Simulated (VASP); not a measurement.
Set up this calculation in VASP 6.6.1, as the native input.

```yaml
Task: relaxation of cell and atoms
Functional: PBE
Potentials_or_basis: VASP PAW PBE potentials, release 64 (Cd, Se)
Cutoff: 500 eV
k_mesh: 6 × 6 × 6
Occupations: gaussian, width 0.01 eV
Spin: no spin polarisation
Target_pressure: 8 GPa
Dipole_correction: no
Further_INCAR_settings: ALGO = Normal; EDIFF = 1e-07; IBRION = 2; EDIFFG = -0.01; NSW = 100; ISIF = 3
```

The structure of CdSe lies in POSCAR:

```
CdSe
1.0
    0.0000000000      3.0702710000      3.0702710000
    3.0702710000      0.0000000000      3.0702710000
    3.0702710000      3.0702710000      0.0000000000
Cd Se
1 1
Direct
    0.0000000000      0.0000000000      0.0000000000
    0.2500000000      0.2500000000      0.2500000000
```

One way to write it, as run:

INCAR

```
PREC = Accurate
ENCUT = 500
EDIFF = 1E-7
ISMEAR = 0
SIGMA = 0.01
LREAL = False
LASPH = True
NELM = 120
ALGO = Normal
ISIF = 3
LWAVE = False
LCHARG = False
GGA = PE
IBRION = 2
NSW = 100
EDIFFG = -0.01
PSTRESS = 80.0
GGA_COMPAT = False
NELMIN = 4
```

KPOINTS

```
regular mesh
0
Gamma
  6 6 6
```

Potentials or basis: VASP PAW PBE potentials, release 64 (Cd, Se).

Command:

```console
$ cat potpaw_PBE.64/Cd/POTCAR potpaw_PBE.64/Se/POTCAR > POTCAR
$ mpirun -np 1 vasp_std > vasp.out
```

It gave:

- Relaxed volume: 26.22 Å³/atom
- Relaxed cell: a = 4.201 Å, b = 4.201 Å, c = 4.201 Å, α = 60.00°, β = 60.00°, γ = 60.00°
- Space group after relaxing (to 0.1 Å): F-43m (No. 216)
- Energy change on relaxing (the run minimises the enthalpy): +76.7 meV/atom
- Ionic steps: 6
- Pressure after relaxing: 8.0 GPa
- Band gap on the k mesh: 0.75 eV

Caveat: the cell is relaxed towards a set pressure, so the run minimises the enthalpy, not the energy.

Wall time 24 s on 1 thread of Intel(R) Xeon(R) 6975P-C (Granite Rapids), on a shared host, peak memory 0.18 GiB.
